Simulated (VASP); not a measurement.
# Nb3Sn (Pm-3m) in VASP: relaxation of cell and atoms with PBE

Aim: the relaxation of cell and atoms of Nb3Sn with PBE.

Program: VASP 6.6.1. These are calculated values, not measurements. Logs are shortened: lines on timing, memory, paths and dates and some standing lists are left out, and cuts for length are marked.

### Step 1. The cell of the first run

It takes space group Pm-3m (No. 221, cubic). The conventional cell has a = 4.230 Å, b = 4.230 Å, c = 4.230 Å, α = 90.00°, β = 90.00°, γ = 90.00°. Nb (site symmetry 4/mmm) has 8 Nb at 2.99 Å and 4 Sn at 2.99 Å within 3.9 Å. Sn (site symmetry m-3m) has 12 Nb at 2.99 Å within 3.9 Å.

### Step 2. Relaxation of cell and atoms, PBE

INCAR

```
PREC     = Accurate       # precision mode
ENCUT    = 600            # plane-wave cutoff, eV
EDIFF    = 1E-6           # SCF threshold, eV
ISMEAR   = 0              # smearing method
SIGMA    = 0.1            # smearing width, eV
LREAL    = False          # projectors in reciprocal space
LASPH    = True           # aspherical terms in the spheres
NELM     = 60             # most SCF steps
ALGO     = Fast           # electronic algorithm
ISIF     = 3              # what is computed and relaxed
LWAVE    = False          # write WAVECAR
LCHARG   = False          # write CHGCAR
GGA      = PE             # functional
IBRION   = 2              # ionic algorithm
NSW      = 100            # ionic steps
EDIFFG   = -0.01          # ionic threshold
```

KPOINTS

```
Automatic mesh
0
Gamma
  12 12 12
```

POSCAR

```
Nb3Sn
1.0
    4.2304092082      0.0000000000      0.0000000000
    0.0000000000      4.2304092082      0.0000000000
    0.0000000000      0.0000000000      4.2304092082
Nb Sn
3 1
Direct
    0.0000000000      0.5000000000      0.5000000000
    0.5000000000      0.0000000000      0.5000000000
    0.5000000000      0.5000000000      0.0000000000
    0.0000000000      0.0000000000      0.0000000000
```

Potentials or basis: VASP PAW PBE potentials, release 64 (Nb_sv, Sn_d).

Command:

```bash
$ cat potpaw_PBE.64/Nb_sv/POTCAR potpaw_PBE.64/Sn_d/POTCAR > POTCAR
$ mpirun -np 1 vasp_std > vasp.out
```

OUTCAR:

```text
PREC = Accurate
   ENCUT = 600
   EDIFF = 1E-6
   ISMEAR = 0
   LREAL = False
   LASPH = True
   NELM = 60
   ISIF = 3
   GGA = PE
   IBRION = 2
   NSW = 100
   EDIFFG = -0.01

 ion  position               nearest neighbor table
   1  0.000  0.500  0.500-   2 2.99   3 2.99   4 2.99   3 2.99   4 2.99   2 2.99   4 2.99   4 2.99
                             2 2.99   3 2.99   3 2.99   2 2.99
   2  0.500  0.000  0.500-   1 2.99   3 2.99   4 2.99   3 2.99   4 2.99   1 2.99   3 2.99   3 2.99
                             1 2.99   4 2.99   4 2.99   1 2.99
   3  0.500  0.500  0.000-   1 2.99   2 2.99   4 2.99   1 2.99   2 2.99   2 2.99   4 2.99   2 2.99
                             1 2.99   4 2.99   1 2.99   4 2.99
   4  0.000  0.000  0.000-   1 2.99   2 2.99   3 2.99   1 2.99   2 2.99   1 2.99   3 2.99   1 2.99
                             2 2.99   3 2.99   2 2.99   3 2.99

  LATTYP: Found a simple cubic cell.
 ALAT       =     4.2304092082

  Lattice vectors:

 A1 = (   4.2304092082,   0.0000000000,   0.0000000000)
 A2 = (   0.0000000000,   4.2304092082,   0.0000000000)
 A3 = (   0.0000000000,   0.0000000000,   4.2304092082)

Analysis of symmetry for initial positions (statically):
=====================================================================
 Subroutine PRICEL returns:
 Original cell was already a primitive cell.

 Routine SETGRP: Setting up the symmetry group for a
 simple cubic supercell.

 Subroutine GETGRP returns: Found 48 space group operations
 (whereof 48 operations were pure point group operations)
 out of a pool of 48 trial point group operations.

The static configuration has the point symmetry O_h .

Analysis of symmetry for dynamics (positions and initial velocities):
=====================================================================
 Subroutine PRICEL returns:
 Original cell was already a primitive cell.

 Routine SETGRP: Setting up the symmetry group for a
 simple cubic supercell.

 Subroutine GETGRP returns: Found 48 space group operations
 (whereof 48 operations were pure point group operations)
 out of a pool of 48 trial point group operations.

The dynamic configuration has the point symmetry O_h .

 Subroutine INISYM returns: Found 48 space group operations
 (whereof 48 operations are pure point group operations),
 and found     1 'primitive' translations

----------------------------------------------------------------------------------------

                                     Primitive cell

  volume of cell :      75.7089

  direct lattice vectors                    reciprocal lattice vectors
     4.230409208  0.000000000  0.000000000     0.236383752  0.000000000  0.000000000
     0.000000000  4.230409208  0.000000000     0.000000000  0.236383752  0.000000000
     0.000000000  0.000000000  4.230409208     0.000000000  0.000000000  0.236383752

  length of vectors
     4.230409208  4.230409208  4.230409208     0.236383752  0.236383752  0.236383752

  position of ions in fractional coordinates (direct lattice)
     0.000000000  0.500000000  0.500000000
     0.500000000  0.000000000  0.500000000
     0.500000000  0.500000000  0.000000000
     0.000000000  0.000000000  0.000000000

  ion indices of the primitive-cell ions
   primitive index   ion index
                 1           1
                 2           2
                 3           3
                 4           4

----------------------------------------------------------------------------------------

 KPOINTS: Automatic mesh

Automatic generation of k-mesh.
 Grid dimensions read from file:
 generate k-points for:   12   12   12

 Generating k-lattice:

  Cartesian coordinates                     Fractional coordinates (reciprocal lattice)
     0.019698646  0.000000000  0.000000000     0.083333333  0.000000000  0.000000000
     0.000000000  0.019698646  0.000000000     0.000000000  0.083333333  0.000000000
     0.000000000  0.000000000  0.019698646     0.000000000  0.000000000  0.083333333

  Length of vectors
     0.019698646  0.019698646  0.019698646

  Shift w.r.t. Gamma in fractional coordinates (k-lattice)
     0.000000000  0.000000000  0.000000000

 Subroutine IBZKPT returns following result:
 ===========================================

 Found     84 irreducible k-points:

 Following reciprocal coordinates:
            Coordinates               Weight
  0.000000  0.000000  0.000000      1.000000
  0.083333  0.000000  0.000000      6.000000
  0.166667  0.000000  0.000000      6.000000
  0.250000  0.000000  0.000000      6.000000
  0.333333  0.000000  0.000000      6.000000
  0.416667  0.000000  0.000000      6.000000
[... 16 lines left out ...]
  0.333333  0.333333  0.000000     12.000000
  0.416667  0.333333  0.000000     24.000000
 [... further k-points ...]
   k-points           NKPTS =     84   k-points in BZ     NKDIM =     84   number of bands    NBANDS=     31
   number of dos      NEDOS =    301   number of ions     NIONS =      4
   total plane-waves  NPLWV =  46656
   dimension x,y,z NGX =    36 NGY =   36 NGZ =   36
   dimension x,y,z NGXF=    72 NGYF=   72 NGZF=   72
   ions per type =               3   1
   NGX,Y,Z   is equivalent  to a cutoff of  14.15, 14.15, 14.15 a.u.
   NGXF,Y,Z  is equivalent  to a cutoff of  28.29, 28.29, 28.29 a.u.
 SYSTEM =  unknown system
   PREC   = accura    normal or accurate (medium, high low for compatibility)
   ISTART =      0    job   : 0-new  1-cont  2-samecut
   ICHARG =      2    charge: 1-file 2-atom 10-const
   ISPIN  =      1    spin polarized calculation?
   LNONCOLLINEAR =      F non collinear calculations
   LSORBIT =      F    spin-orbit coupling
   LASPH  =      T    aspherical Exc in radial PAW
   ENCUT  =  600.0 eV  44.10 Ry    6.64 a.u.   8.45  8.45  8.45*2*pi/ulx,y,z
   NELM   =     60;   NELMIN=  2; NELMDL= -5     # of ELM steps
   EDIFF  = 0.1E-05   stopping-criterion for ELM
   LREAL  =      F    real-space projection
   EDIFFG = -.1E-01   stopping-criterion for IOM
   NSW    =    100    number of steps for IOM
   IBRION =      2    ionic relax: 0-MD 1-quasi-New 2-CG
   NFREE  =      1    steps in history (QN), initial steepest desc. (CG)
   ISIF   =      3    stress and relaxation
   ISYM   =      2    0-nonsym 1-usesym 2-fastsym
   POTIM  = 0.5000    time-step for ionic-motion
   TEBEG  =    0.0;   TEEND  =   0.0 temperature during run
   PSTRESS=    0.0 pullay stress
   NELECT =      53.0000    total number of electrons
   NUPDOWN=      -1.0000    fix difference up-down
   EMIN   =  10.00;   EMAX   =-10.00  energy-range for DOS
   EFERMI =   0.00;   METHOD = LEGACY
   ISMEAR =     0;   SIGMA  =   0.10  broadening in eV -4-tet -1-fermi 0-gaus
   EFERMI_NEDOS =   21; number of points for ismear=-14 and -15
   IALGO  =     68    algorithm
   IMIX   =      4    mixing-type and parameters
     AMIX     =   0.40;   BMIX     =  1.00
     AMIX_MAG =   1.60;   BMIX_MAG =  1.00
  volume/ion in A,a.u.               =      18.93       127.73
  Fermi-wavevector in a.u.,A,eV,Ry     =   1.453621  2.746945 28.749286  2.113013
  Thomas-Fermi vector in A             =   2.570866
   LORBIT       =      0    0 simple, 1 ext, 2 COOP (PROOUT), +10 PAW based schemes
   GGA     = PE    functional components
   LHFCALC =     F    Hartree Fock is set to
   AEXX    =    0.0000 exact exchange contribution
   IVDW    =     0    specifies the selected vdW correction
   LEPSILON=     F    determine dielectric tensor
   LRPA    =     F    only Hartree local field effects (RPA)
 conjugate gradient relaxation of ions
 non-spin polarized calculation
 RMM-DIIS sequential band-by-band and
 Gauss-broadening in eV      SIGMA  =   0.10
  energy-cutoff  :      600.00
  volume of cell :       75.71
 maximum number of plane-waves:      2560
 NGX is ok and might be reduce to    36
   NGX = 17   NGY = 17   NGZ = 17

--------------------------------------- Ionic step        1  -------------------------------------------

 number of electron      53.0000004 magnetization

 Free energy of the ion-electron system (eV)
  ---------------------------------------------------
  ext. energy  EPLUGINS =         0.00000000
  ---------------------------------------------------
  free energy    TOTEN  =       -34.80824358 eV

  energy without entropy =      -34.78706791  energy(sigma->0) =      -34.79765574

------------------------ aborting loop EDIFF was not reached (unconverged)  ----------------------------

  FORCE on cell =-STRESS in cart. coord.  units (eV):
  Direction    XX          YY          ZZ          XY          YZ          ZX
  --------------------------------------------------------------------------------------
  -------------------------------------------------------------------------------------
  Total       -0.5287130     -0.5287130     -0.5287130      0.0000000      0.0000000      0.0000000
  in kB      -11.1887978    -11.1887978    -11.1887978      0.0000000      0.0000000      0.0000000
  external PRESSURE =     -11.1887978 kB  Pullay stress =       0.0000000 kB

 VOLUME and BASIS-vectors are now :
 -----------------------------------------------------------------------------
  energy-cutoff  :      600.00
  volume of cell :       75.71
      direct lattice vectors                 reciprocal lattice vectors
     4.230409208  0.000000000  0.000000000     0.236383752  0.000000000  0.000000000
     0.000000000  4.230409208  0.000000000     0.000000000  0.236383752  0.000000000
     0.000000000  0.000000000  4.230409208     0.000000000  0.000000000  0.236383752
[... 14 lines left out ...]
  energy  without entropy=      -34.7870679052  energy(sigma->0) =      -34.79765574

--------------------------------------- Ionic step        2  -------------------------------------------

 number of electron      52.9999998 magnetization

------------------------ aborting loop because EDIFF is reached ----------------------------------------

  FORCE on cell =-STRESS in cart. coord.  units (eV):
  Direction    XX          YY          ZZ          XY          YZ          ZX
  --------------------------------------------------------------------------------------
  -------------------------------------------------------------------------------------
  Total        1.0573430      1.0573430      1.0573430      0.0000000      0.0000000      0.0000000
  in kB       22.8094041     22.8094041     22.8094041      0.0000000      0.0000000      0.0000000
  external PRESSURE =      22.8094041 kB  Pullay stress =       0.0000000 kB

 VOLUME and BASIS-vectors are now :
 -----------------------------------------------------------------------------
  energy-cutoff  :      600.00
  volume of cell :       74.27
      direct lattice vectors                 reciprocal lattice vectors
     4.203433456  0.000000000  0.000000000     0.237900757 -0.000000000 -0.000000000
     0.000000000  4.203433456 -0.000000000    -0.000000000  0.237900757 -0.000000000
     0.000000000  0.000000000  4.203433456    -0.000000000  0.000000000  0.237900757
[... 14 lines left out ...]
  energy  without entropy=      -34.7818886722  energy(sigma->0) =      -34.79227618

--------------------------------------- Ionic step        3  -------------------------------------------

 number of electron      53.0000002 magnetization

 Free energy of the ion-electron system (eV)
  ---------------------------------------------------
  ext. energy  EPLUGINS =         0.00000000
  ---------------------------------------------------
  free energy    TOTEN  =       -34.80969667 eV

  energy without entropy =      -34.78859123  energy(sigma->0) =      -34.79914395

 E-fermi :  11.3186     XC(G=0): -12.2579

 val. band max:       11.3180920708   @ k =   0.2500   0.2500   0.0833
 cond. band min:      11.3230267141   @ k =   0.1667   0.1667   0.0833
 fundamental gap:      0.0049346432
 Fermi energy:        11.3186395618

 k-point     1 :       0.0000    0.0000    0.0000
  band No.  band energies     occupation
      1     -43.3617      2.00000
      2     -43.1705      2.00000
      3     -43.1705      2.00000
      4     -19.7346      2.00000
      5     -19.7346      2.00000
      6     -19.7346      2.00000
[... 805 lines left out ...]
     30      13.1349      0.00000
     31      13.3690      0.00000

 [... further k-points ...]

------------------------ aborting loop because EDIFF is reached ----------------------------------------

  FORCE on cell =-STRESS in cart. coord.  units (eV):
  Direction    XX          YY          ZZ          XY          YZ          ZX
  --------------------------------------------------------------------------------------
  -------------------------------------------------------------------------------------
  Total        0.0124071      0.0124071      0.0124071      0.0000000     -0.0000000      0.0000000
  in kB        0.2641325      0.2641325      0.2641325      0.0000000     -0.0000000      0.0000000
  external PRESSURE =       0.2641325 kB  Pullay stress =       0.0000000 kB

 VOLUME and BASIS-vectors are now :
 -----------------------------------------------------------------------------
  energy-cutoff  :      600.00
  volume of cell :       75.26
      direct lattice vectors                 reciprocal lattice vectors
     4.222015458  0.000000000  0.000000000     0.236853704 -0.000000000 -0.000000000
     0.000000000  4.222015458 -0.000000000    -0.000000000  0.236853704 -0.000000000
     0.000000000  0.000000000  4.222015458    -0.000000000  0.000000000  0.236853704
[... 10 lines left out ...]
  FREE ENERGIE OF THE ION-ELECTRON SYSTEM (eV)
  ---------------------------------------------------
  free  energy   TOTEN  =       -34.8096966723 eV

  energy  without entropy=      -34.7885912266  energy(sigma->0) =      -34.79914395

 reached required accuracy - stopping structural energy minimisation
```

Run time: 13 min. Hardware: 1 thread of Intel Xeon 6975P-C (Granite Rapids), shared host; peak memory 0.37 GiB.

What came out:

```
Free energy                           : -34.8097 eV
Relaxed volume                        : 18.81 Å³/atom
Relaxed cell                          : a = 4.222 Å, b = 4.222 Å, c = 4.222 Å, α = 90.00°, β = 90.00°, γ = 90.00°
Space group after relaxing (to 0.1 Å) : Pm-3m (No. 221)
Energy gained by relaxing             : 0.4 meV/atom
Ionic steps                           : 3
Pressure after relaxing               : 0.0 GPa
Band gap on the k mesh                : zero (an odd number of electrons rules out a gap without spin polarisation)
```

The path:
```csv
step,energy change (eV),largest force (eV/Å),pressure (GPa),volume (Å³)
1,0.0000,0.0000,-1.12,75.71
2,0.0056,0.0000,2.28,74.27
3,-0.0015,0.0000,0.03,75.26
```

Final structure:
```xyz
4
Lattice="4.2220 0.0000 0.0000 0.0000 4.2220 0.0000 0.0000 0.0000 4.2220" Properties=species:S:1:pos:R:3 pbc="T T T"
Nb    0.0000    2.1110    2.1110
Nb    2.1110    0.0000    2.1110
Nb    2.1110    2.1110    0.0000
Sn    0.0000    0.0000    0.0000
```

Caveat: spin-orbit coupling is left out, which moves the levels of the heavy elements.
